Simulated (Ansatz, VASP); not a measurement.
One calculation of Pd, two programs

File INCAR:

```
SYSTEM = Pd
PREC = Accurate
ENCUT = 520
EDIFF = 1E-7
ISMEAR = 0
SIGMA = 0.1
LREAL = .FALSE.
LASPH = .TRUE.
NELM = 100
ALGO = Normal
ISIF = 2
LWAVE = .FALSE.
LCHARG = .FALSE.
GGA = PS
NBANDS = 11
```

The input KPOINTS:

```
regular mesh
0
G
  15 15 15
  0 0 0
```

File POSCAR:

```
Pd
1.0
    2.7083818999      0.0000000000      0.0000000000
   -1.3541909500      2.3455275285      0.0000000000
    1.3541909500      0.7818425095      2.2621673651
Pd
1
Direct
    0.0000000000      0.0000000000      0.0000000000
```

Input for Ansatz:

```yaml
crystal:
  lattice:
    - [2.7083818999, 0.0, 0.0]
    - [-1.35419095, 2.3455275285, 0.0]
    - [1.35419095, 0.7818425095, 2.2621673651]
  atoms:
    - { symbol: Pd, position: [0.0, 0.0, 0.0] }
basis:
  ecutwfc: 420
kpoints:
  mp_grid: { grid: [15, 15, 15] }
hamiltonian:
  xc: pbesol
scf:
  occupations: { method: gaussian, width: 0.1 }
output:
  forces: true
  stress: true
  eigenvalues: true
```

Change from the starting cell: band edges of the strained film's bulk.

Alike in both runs: task single point; functional PBEsol; k mesh 15 × 15 × 15; occupations gaussian, width 0.1 eV; no spin polarisation.

```csv
,VASP,Ansatz
version,VASP 6.6.1,Ansatz 0.2.0
potentials or method,"VASP PAW PBE potentials, release 64 (Pd), cutoff 520 eV","scalar-relativistic, plane waves, PAW"
valence electrons in the cell,10,18
```

|  | VASP | Ansatz | Ansatz less VASP |
| --- | --- | --- | --- |
| gap on the k mesh at the Fermi level (eV) | none | none | - |
| pressure (GPa) | 2.2 | 2.6 | +0.37 |
| traceless stress, the component that is largest in VASP (GPa) | -2.58 | -2.59 | -0.005 |

VASP's potentials were made for PBE, not for PBEsol. A gap of «none» marks a metal or a gap that the smearing closes. VASP's potentials hold 10 valence electrons a cell and Ansatz's 18, so a difference there can come from the potentials and not from the codes.
